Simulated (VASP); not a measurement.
Ba, 1 atom in the cell. Symmetry: R-3m, No. 166, trigonal system. Conventional cell: a = 3.909 Å, b = 3.909 Å, c = 11.675 Å, α = 90.00°, β = 90.00°, γ = 120.00°. Within 5.1 Å of Ba (site symmetry -3m) lie 12 Ba at 3.91 to 4.50 Å. 

```yaml
Program: VASP 6.6.1
Task: single point
Functional: PBEsol
Potentials_or_basis: VASP PAW PBE potentials, release 64 (Ba_sv)
Cutoff: 520 eV
k_mesh: 14 × 14 × 14
Occupations: gaussian, width 0.15 eV
Spin: no spin polarisation
Dipole_correction: no
Further_INCAR_settings: ALGO = Fast; EDIFF = 1e-06; NBANDS = 11
```

Potentials or basis: VASP PAW PBE potentials, release 64 (Ba_sv).

The run is started by

```console
$ cat potpaw_PBE.64/Ba_sv/POTCAR > POTCAR
$ mpirun -np 1 vasp_std > vasp.out
```

Hardware: 1 thread of Intel(R) Xeon(R) Platinum 8488C (Sapphire Rapids) (shared host).

Task: Estimate the wall time of this run.

Result: Wall time 2.3 min on 1 thread of Intel(R) Xeon(R) Platinum 8488C (Sapphire Rapids) (shared host), peak memory 0.32 GiB. Counts: scf iterations 12, k points 288.
